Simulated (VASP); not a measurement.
**GaN: electric field gradients with PBEsol**

The system is GaN.

```xyz
2
Lattice="0.0000 2.0187 2.0187 2.0187 0.0000 2.0187 2.0187 2.0187 0.0000" Properties=species:S:1:pos:R:3 pbc="T T T"
Ga    2.0187    2.0187    2.0187
N     0.0000    0.0000    0.0000
```

This cell differs from its parent crystal: volume scaled by 1.04.

```json
{
  "Program": "VASP 6.6.1",
  "Task": "electric field gradients",
  "Functional": "PBEsol",
  "Potentials or basis": "VASP PAW PBE potentials, release 64 (Ga_d, N)",
  "Cutoff": "520 eV",
  "k mesh": "13 × 13 × 13",
  "Occupations": "fermi-dirac, width 0.02 eV",
  "Spin": "no spin polarisation",
  "Dipole correction": "no",
  "Further INCAR settings": "ALGO = Normal; EDIFF = 1e-08; NBANDS = 16"
}
```

- Pressure: 42.2 GPa
- Band gap on the k mesh: 1.54 eV, indirect (least direct gap 4.63 eV)

Levels at points of the mesh, in eV from the valence-band top:
```csv
k point,band 7,band 8,band 9,band 10,band 11,band 12
"(0.00, 0.00, 0.00)",-0.70,-0.70,-0.70,3.93,15.45,15.45
```

It took 8.7 s on 1 thread of Intel(R) Xeon(R) 6975P-C (Granite Rapids) (shared host), peak memory 0.15 GiB.

Caveat: without QUAD_EFG the Cq values of the log hold for a quadrupole moment of 1 mb, not for the nuclei; the PAW data sets were made with another functional, which shifts forces and pressure a little. A k mesh can miss the band edges.
